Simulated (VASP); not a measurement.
Here is a VASP 6.6.1 calculation.

The input INCAR:

```
ALGO     = Normal         # electronic algorithm
EDIFF    = 1E-6           # SCF threshold, eV
ENCUT    = 520            # plane-wave cutoff, eV
GGA      = PE             # functional
ISIF     = 2              # what is computed and relaxed
ISMEAR   = 0              # smearing method
LASPH    = True           # aspherical terms in the spheres
LCHARG   = False          # write CHGCAR
LREAL    = Auto         
LWAVE    = False          # write WAVECAR
NBANDS   = 54             # bands
NELM     = 60             # most SCF steps
PREC     = Accurate       # precision mode
SIGMA    = 0.1            # smearing width, eV
```

KPOINTS

```
k-points
0
Gamma
  4 4 4
```

Contents of POSCAR:

```
Na2YMgC6N6
1.0
    0.0000000000      5.8025653246      5.8025653246
    5.8025653246      0.0000000000      5.8025653246
    5.8025653246      5.8025653246      0.0000000000
Na Y Mg C N
2 1 1 6 6
Direct
    0.2500000000      0.2500000000      0.2500000000
    0.7500000000      0.7500000000      0.7500000000
    0.5000000000      0.5000000000      0.5000000000
    0.0000000000      0.0000000000      0.0000000000
    0.8040884165      0.1959115835      0.1959115835
    0.1959115835      0.8040884165      0.1959115835
    0.1959115835      0.1959115835      0.8040884165
    0.1959115835      0.8040884165      0.8040884165
    0.8040884165      0.1959115835      0.8040884165
    0.8040884165      0.8040884165      0.1959115835
    0.7027488197      0.2972511803      0.2972511803
    0.2972511803      0.7027488197      0.2972511803
    0.2972511803      0.2972511803      0.7027488197
    0.2972511803      0.7027488197      0.7027488197
    0.7027488197      0.2972511803      0.7027488197
    0.7027488197      0.7027488197      0.2972511803
```

Potentials or basis: VASP PAW PBE potentials, release 64 (Na_pv, Y_sv, Mg, C, N).

Command:

```console
$ cat potpaw_PBE.64/Na_pv/POTCAR potpaw_PBE.64/Y_sv/POTCAR potpaw_PBE.64/Mg/POTCAR potpaw_PBE.64/C/POTCAR potpaw_PBE.64/N/POTCAR > POTCAR
$ mpirun -np 1 vasp_std > vasp.out
```

Predict the largest force.

0.408 eV/Å.

Predict the pressure.

0.3 GPa.

Forces on the atoms (eV/Å):
```
Na   0.000  0.000  0.000
Na   0.000  0.000  0.000
Y    0.000  0.000  0.000
Mg   0.000  0.000  0.000
C   -0.408  0.000  0.000
C    0.000 -0.408  0.000
C    0.000  0.000 -0.408
C    0.408  0.000  0.000
C    0.000  0.408  0.000
C    0.000  0.000  0.408
N    0.380  0.000  0.000
N    0.000  0.380  0.000
N    0.000  0.000  0.380
N   -0.380  0.000  0.000
N    0.000 -0.380  0.000
N    0.000  0.000 -0.380
```
